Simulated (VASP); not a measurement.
Runs of VASP 6.6.1 on SnSe. The structure is that of space group P4/nmm (No. 129), or close to it. The cells are those of the table. 

```csv
cell,gap on the mesh (eV),largest force (eV/Å)
"a = 4.316, b = 4.316, c = 10.815 Å, 4 atoms",1.41,0.13
"a = 4.253, b = 4.253, c = 10.815 Å, 4 atoms",1.42,0.19
"a = 4.190, b = 4.190, c = 11.309 Å, 4 atoms",1.41,0.33
"a = 4.190, b = 4.190, c = 11.144 Å, 4 atoms",(b),0.17
"a = 4.316, b = 4.316, c = 10.650 Å, 4 atoms",(a),0.40
"a = 4.253, b = 4.253, c = 10.980 Å, 4 atoms",1.48,0.05
```

Alike in all rows: task single point; level LDA; potentials or basis VASP PAW LDA potentials, release 64 (Sn_d, Se); no spin polarisation; k mesh 6 × 6 × 4; cutoff (eV) 520; smearing gaussian 0.05 eV.

Problem. Estimate the missing entries.

Solution. (a) 1.35; (b) 1.45.

Caveats: spin-orbit coupling is left out, which moves the levels of the heavy elements.

A k mesh can miss the band edges, and the runs leave out spin-orbit coupling on Se, Sn.
